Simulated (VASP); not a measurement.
# Sn2Ir (Fm-3m) in VASP: notebook

Runs on Sn2Ir. Level: LDA. Tasks: relaxation of the atoms.

All numbers are computed with VASP 6.6.1; they aren't measurements. Logs are shortened: lines on timing, memory, paths and dates and some standing lists are left out, and cuts for length are marked.

## 1. The cell of the first run

Symmetry: Fm-3m, No. 225, cubic system. The conventional cell has a = 6.031 Å, b = 6.031 Å, c = 6.031 Å, α = 90.00°, β = 90.00°, γ = 90.00°. Sn (site symmetry -43m) has 4 Ir at 2.61 Å and 6 Sn at 3.02 Å within 3.4 Å. Within 3.4 Å of Ir (site symmetry m-3m) lie 8 Sn at 2.61 Å.

## 2. Relaxation of the atoms, LDA

INCAR

```
ALGO = Normal ; EDIFF = 1E-6
EDIFFG = -0.01 ; ENCUT = 520
IBRION = 2 ; ISIF = 2
ISMEAR = -1 ; LASPH = True
LCHARG = False ; LREAL = False
LUSENCCL = False ; LWAVE = False
NELM = 100 ; NSW = 50
PREC = Accurate ; SIGMA = 0.05
```

KPOINTS

```
k-points
0
Gamma
  10 10 10
```

POSCAR

```
Sn2Ir
1.0
    0.0000000000      3.0156519878      3.0156519878
    3.0156519878      0.0000000000      3.0156519878
    3.0156519878      3.0156519878      0.0000000000
Sn Ir
2 1
Direct
    0.7500000000      0.7500000000      0.7500000000
    0.2500000000      0.2500000000      0.2500000000
    0.0000000000      0.0000000000      0.0000000000
```

Potentials or basis: VASP PAW LDA potentials, release 64 (Sn_d, Ir).

Started as:

```console
> cat potpaw_LDA.64/Sn_d/POTCAR potpaw_LDA.64/Ir/POTCAR > POTCAR
> mpirun -np 1 vasp_std > vasp.out
```

OUTCAR:

```text
EDIFF = 1E-6
   EDIFFG = -0.01
   ENCUT = 520
   IBRION = 2
   ISIF = 2
   ISMEAR = -1
   LASPH = True
   LREAL = False
   NELM = 100
   NSW = 50
   PREC = Accurate

 ion  position               nearest neighbor table
   1  0.750  0.750  0.750-   3 2.61   3 2.61   3 2.61   3 2.61   2 3.02   2 3.02   2 3.02   2 3.02
                             2 3.02   2 3.02
   2  0.250  0.250  0.250-   3 2.61   3 2.61   3 2.61   3 2.61   1 3.02   1 3.02   1 3.02   1 3.02
                             1 3.02   1 3.02
   3  0.000  0.000  0.000-   1 2.61   1 2.61   1 2.61   1 2.61   2 2.61   2 2.61   2 2.61   2 2.61

  LATTYP: Found a face centered cubic cell.
 ALAT       =     6.0313039756

  Lattice vectors:

 A1 = (   0.0000000000,   3.0156519878,   3.0156519878)
 A2 = (   3.0156519878,   0.0000000000,   3.0156519878)
 A3 = (   3.0156519878,   3.0156519878,   0.0000000000)

Analysis of symmetry for initial positions (statically):
=====================================================================
 Subroutine PRICEL returns:
 Original cell was already a primitive cell.

 Routine SETGRP: Setting up the symmetry group for a
 face centered cubic supercell.

 Subroutine GETGRP returns: Found 48 space group operations
 (whereof 48 operations were pure point group operations)
 out of a pool of 48 trial point group operations.

The static configuration has the point symmetry O_h .

Analysis of symmetry for dynamics (positions and initial velocities):
=====================================================================
 Subroutine PRICEL returns:
 Original cell was already a primitive cell.

 Routine SETGRP: Setting up the symmetry group for a
 face centered cubic supercell.

 Subroutine GETGRP returns: Found 48 space group operations
 (whereof 48 operations were pure point group operations)
 out of a pool of 48 trial point group operations.

The dynamic configuration has the point symmetry O_h .

 Subroutine INISYM returns: Found 48 space group operations
 (whereof 48 operations are pure point group operations),
 and found     1 'primitive' translations

----------------------------------------------------------------------------------------

                                     Primitive cell

  volume of cell :      54.8496

  direct lattice vectors                    reciprocal lattice vectors
     0.000000000  3.015651988  3.015651988    -0.165801625  0.165801625  0.165801625
     3.015651988  0.000000000  3.015651988     0.165801625 -0.165801625  0.165801625
     3.015651988  3.015651988  0.000000000     0.165801625  0.165801625 -0.165801625

  length of vectors
     4.264775941  4.264775941  4.264775941     0.287176838  0.287176838  0.287176838

  position of ions in fractional coordinates (direct lattice)
     0.750000000  0.750000000  0.750000000
     0.250000000  0.250000000  0.250000000
     0.000000000  0.000000000  0.000000000

  ion indices of the primitive-cell ions
   primitive index   ion index
                 1           1
                 2           2
                 3           3

----------------------------------------------------------------------------------------

 KPOINTS: k-points

Automatic generation of k-mesh.
 Grid dimensions read from file:
 generate k-points for:   10   10   10

 Generating k-lattice:

  Cartesian coordinates                     Fractional coordinates (reciprocal lattice)
    -0.016580162  0.016580162  0.016580162     0.100000000  0.000000000  0.000000000
     0.016580162 -0.016580162  0.016580162     0.000000000  0.100000000  0.000000000
     0.016580162  0.016580162 -0.016580162     0.000000000  0.000000000  0.100000000

  Length of vectors
     0.028717684  0.028717684  0.028717684

  Shift w.r.t. Gamma in fractional coordinates (k-lattice)
     0.000000000  0.000000000  0.000000000

 Subroutine IBZKPT returns following result:
 ===========================================

 Found     47 irreducible k-points:

 Following reciprocal coordinates:
            Coordinates               Weight
  0.000000  0.000000  0.000000      1.000000
  0.100000  0.000000  0.000000      8.000000
  0.200000  0.000000  0.000000      8.000000
  0.300000  0.000000  0.000000      8.000000
  0.400000  0.000000  0.000000      8.000000
  0.500000  0.000000  0.000000      4.000000
[... 16 lines left out ...]
  0.300000  0.300000  0.000000      6.000000
  0.400000  0.300000  0.000000     24.000000
 [... further k-points ...]
   k-points           NKPTS =     47   k-points in BZ     NKDIM =     47   number of bands    NBANDS=     22
   number of dos      NEDOS =    301   number of ions     NIONS =      3
   total plane-waves  NPLWV =  32768
   dimension x,y,z NGX =    32 NGY =   32 NGZ =   32
   dimension x,y,z NGXF=    64 NGYF=   64 NGZF=   64
   ions per type =               2   1
   NGX,Y,Z   is equivalent  to a cutoff of  12.47, 12.47, 12.47 a.u.
   NGXF,Y,Z  is equivalent  to a cutoff of  24.95, 24.95, 24.95 a.u.
 SYSTEM =  unknown system
   PREC   = accura    normal or accurate (medium, high low for compatibility)
   ISTART =      0    job   : 0-new  1-cont  2-samecut
   ICHARG =      2    charge: 1-file 2-atom 10-const
   ISPIN  =      1    spin polarized calculation?
   LNONCOLLINEAR =      F non collinear calculations
   LSORBIT =      F    spin-orbit coupling
   LASPH  =      T    aspherical Exc in radial PAW
   ENCUT  =  520.0 eV  38.22 Ry    6.18 a.u.   7.93  7.93  7.93*2*pi/ulx,y,z
   NELM   =    100;   NELMIN=  2; NELMDL= -5     # of ELM steps
   EDIFF  = 0.1E-05   stopping-criterion for ELM
   LREAL  =      F    real-space projection
   EDIFFG = -.1E-01   stopping-criterion for IOM
   NSW    =     50    number of steps for IOM
   IBRION =      2    ionic relax: 0-MD 1-quasi-New 2-CG
   NFREE  =      1    steps in history (QN), initial steepest desc. (CG)
   ISIF   =      2    stress and relaxation
   ISYM   =      2    0-nonsym 1-usesym 2-fastsym
   POTIM  = 0.5000    time-step for ionic-motion
   TEBEG  =    0.0;   TEEND  =   0.0 temperature during run
   PSTRESS=    0.0 pullay stress
   NELECT =      37.0000    total number of electrons
   NUPDOWN=      -1.0000    fix difference up-down
   EMIN   =  10.00;   EMAX   =-10.00  energy-range for DOS
   EFERMI =   0.00;   METHOD = LEGACY
   ISMEAR =    -1;   SIGMA  =   0.05  broadening in eV -4-tet -1-fermi 0-gaus
   EFERMI_NEDOS =   21; number of points for ismear=-14 and -15
   IALGO  =     38    algorithm
   IMIX   =      4    mixing-type and parameters
     AMIX     =   0.40;   BMIX     =  1.00
     AMIX_MAG =   1.60;   BMIX_MAG =  1.00
  volume/ion in A,a.u.               =      18.28       123.38
  Fermi-wavevector in a.u.,A,eV,Ry     =   1.435768  2.713208 28.047444  2.061429
  Thomas-Fermi vector in A             =   2.555030
   LORBIT       =      0    0 simple, 1 ext, 2 COOP (PROOUT), +10 PAW based schemes
   GGA     = CA    functional components
   LHFCALC =     F    Hartree Fock is set to
   AEXX    =    0.0000 exact exchange contribution
   IVDW    =     0    specifies the selected vdW correction
   LEPSILON=     F    determine dielectric tensor
   LRPA    =     F    only Hartree local field effects (RPA)
 conjugate gradient relaxation of ions
 non-spin polarized calculation
  energy-cutoff  :      520.00
  volume of cell :       54.85
 maximum number of plane-waves:      1490
   NGX = 15   NGY = 15   NGZ = 15

 number of electron      37.0000007 magnetization

 Free energy of the ion-electron system (eV)
  ---------------------------------------------------
  ext. energy  EPLUGINS =         0.00000000
  ---------------------------------------------------
  free energy    TOTEN  =       -19.69350069 eV

  energy without entropy =      -19.68525616  energy(sigma->0) =      -19.68937843

 E-fermi :  11.0937     XC(G=0): -12.3834

 val. band max:       11.0239099148   @ k =   0.5000   0.2000   0.1000
 cond. band min:      11.1865827359   @ k =  -0.4000   0.1000   0.0000
 fundamental gap:      0.1626728211
 Fermi energy:        11.0936974989

 k-point     1 :       0.0000    0.0000    0.0000
  band No.  band energies     occupation
      1     -10.7286      2.00000
      2     -10.7286      2.00000
      3     -10.5389      2.00000
      4     -10.5389      2.00000
      5     -10.5389      2.00000
      6     -10.2813      2.00000
[... 14 lines left out ...]
     21      15.6180      0.00000
     22      15.6191      0.00000

 k-point     2 :       0.1000    0.0000    0.0000
  band No.  band energies     occupation
      1     -10.7128      2.00000
      2     -10.7128      2.00000
      3     -10.5391      2.00000
      4     -10.5326      2.00000
      5     -10.5326      2.00000
      6     -10.2872      2.00000
[... 14 lines left out ...]
     21      15.1501      0.00000
     22      15.5171      0.00000

 k-point     3 :       0.2000    0.0000    0.0000
  band No.  band energies     occupation
      1     -10.6669      2.00000
      2     -10.6669      2.00000
      3     -10.5348      2.00000
      4     -10.5143      2.00000
      5     -10.5143      2.00000
      6     -10.3045      2.00000
[... 14 lines left out ...]
     21      14.6835      0.00000
     22      15.6301      0.00000

 k-point     4 :       0.3000    0.0000    0.0000
  band No.  band energies     occupation
      1     -10.5955      2.00000
      2     -10.5955      2.00000
      3     -10.5170      2.00000
      4     -10.4860      2.00000
      5     -10.4860      2.00000
      6     -10.3318      2.00000
[... 14 lines left out ...]
     21      14.4965      0.00000
     22      15.7388      0.00000

 k-point     5 :       0.4000    0.0000    0.0000
  band No.  band energies     occupation
      1     -10.5055      2.00000
      2     -10.5055      2.00000
      3     -10.4828      2.00000
      4     -10.4511      2.00000
      5     -10.4511      2.00000
      6     -10.3672      2.00000
[... 14 lines left out ...]
     21      14.6215      0.00000
     22      15.8057      0.00000

 k-point     6 :       0.5000    0.0000    0.0000
  band No.  band energies     occupation
      1     -10.4510      2.00000
      2     -10.4236      2.00000
      3     -10.4236      2.00000
      4     -10.4090      2.00000
      5     -10.4090      2.00000
      6     -10.4073      2.00000
[... 14 lines left out ...]
     21      14.7101      0.00000
     22      15.8275      0.00000

 k-point     7 :       0.1000    0.1000    0.0000
  band No.  band energies     occupation
      1     -10.7246      2.00000
      2     -10.6915      2.00000
      3     -10.5462      2.00000
      4     -10.5275      2.00000
      5     -10.5275      2.00000
      6     -10.2914      2.00000
[... 324 lines left out ...]
      6     -10.3776      2.00000
[... 14 lines left out ...]
     21      15.5748      0.00000
     22      16.4562      0.00000

 k-point    21 :      -0.3000    0.2000    0.0000
  band No.  band energies     occupation
      1     -10.6020      2.00000
      2     -10.5100      2.00000
      3     -10.4649      2.00000
      4     -10.4230      2.00000
      5     -10.4138      2.00000
      6     -10.4056      2.00000
[... 14 lines left out ...]
     21      14.6763      0.00000
     22      16.1335      0.00000

 k-point    22 :      -0.2000    0.2000    0.0000
  band No.  band energies     occupation
      1     -10.6453      2.00000
      2     -10.5323      2.00000
      3     -10.5148      2.00000
      4     -10.4893      2.00000
      5     -10.4501      2.00000
      6     -10.3717      2.00000
[... 14 lines left out ...]
     21      13.9388      0.00000
     22      15.8774      0.00000

 k-point    23 :       0.3000    0.3000    0.0000
  band No.  band energies     occupation
      1     -10.7012      2.00000
      2     -10.5897      2.00000
      3     -10.4715      2.00000
      4     -10.4598      2.00000
      5     -10.4598      2.00000
      6     -10.3661      2.00000
[... 14 lines left out ...]
     21      14.5036      0.00000
     22      17.7993      0.00000

 k-point    24 :       0.4000    0.3000    0.0000
  band No.  band energies     occupation
      1     -10.6815      2.00000
      2     -10.5909      2.00000
      3     -10.4394      2.00000
      4     -10.4382      2.00000
      5     -10.4323      2.00000
      6     -10.4096      2.00000
[... 14 lines left out ...]
     21      14.7423      0.00000
     22      17.9285      0.00000

 [... further k-points ...]

------------------------ aborting loop because EDIFF is reached ----------------------------------------

  FORCE on cell =-STRESS in cart. coord.  units (eV):
  Direction    XX          YY          ZZ          XY          YZ          ZX
  --------------------------------------------------------------------------------------
  -------------------------------------------------------------------------------------
  Total        8.8579065      8.8579065      8.8579065      0.0000000     -0.0000000      0.0000000
  in kB      258.7426451    258.7426451    258.7426451      0.0000000     -0.0000000      0.0000000
  external PRESSURE =     258.7426451 kB  Pullay stress =       0.0000000 kB

 VOLUME and BASIS-vectors are now :
 -----------------------------------------------------------------------------
  energy-cutoff  :      520.00
  volume of cell :       54.85
      direct lattice vectors                 reciprocal lattice vectors
     0.000000000  3.015651988  3.015651988    -0.165801625  0.165801625  0.165801625
     3.015651988  0.000000000  3.015651988     0.165801625 -0.165801625  0.165801625
     3.015651988  3.015651988  0.000000000     0.165801625  0.165801625 -0.165801625

 POSITION                                       TOTAL-FORCE (eV/Angst)
 -----------------------------------------------------------------------------------
      4.52348      4.52348      4.52348        -0.000000     -0.000000     -0.000000
      1.50783      1.50783      1.50783         0.000000      0.000000      0.000000
      0.00000      0.00000      0.00000         0.000000      0.000000      0.000000
 -----------------------------------------------------------------------------------
    total drift:                               -0.000000     -0.000000      0.000000

  FREE ENERGIE OF THE ION-ELECTRON SYSTEM (eV)
  ---------------------------------------------------
  free  energy   TOTEN  =       -19.6935006927 eV

  energy  without entropy=      -19.6852561592  energy(sigma->0) =      -19.68937843

 reached required accuracy - stopping structural energy minimisation
```

It took 92 s on 1 × NVIDIA H100 80GB with 1 thread of Intel Xeon Platinum 8481C at 2.70GHz (Sapphire Rapids), shared host; peak memory 1.2 GiB.

Results:

```yaml
Free_energy: -19.6935 eV
Pressure_after_relaxing: 25.9 GPa
Band_gap_on_the_k_mesh: zero (an odd number of electrons rules out a gap without spin polarisation)
```

Final structure:
```xyz
3
Lattice="0.0000 3.0157 3.0157 3.0157 0.0000 3.0157 3.0157 3.0157 0.0000" Properties=species:S:1:pos:R:3 pbc="T T T"
Sn    4.5235    4.5235    4.5235
Sn    1.5078    1.5078    1.5078
Ir    0.0000    0.0000    0.0000
```

Caveat: the relaxation stopped at its first step, so nothing moved; spin-orbit coupling is left out, which moves the levels of the heavy elements.

(Continued in part 2 of 2.)

The gap in the log of VASP goes by the Fermi energy; the results here count the filled bands.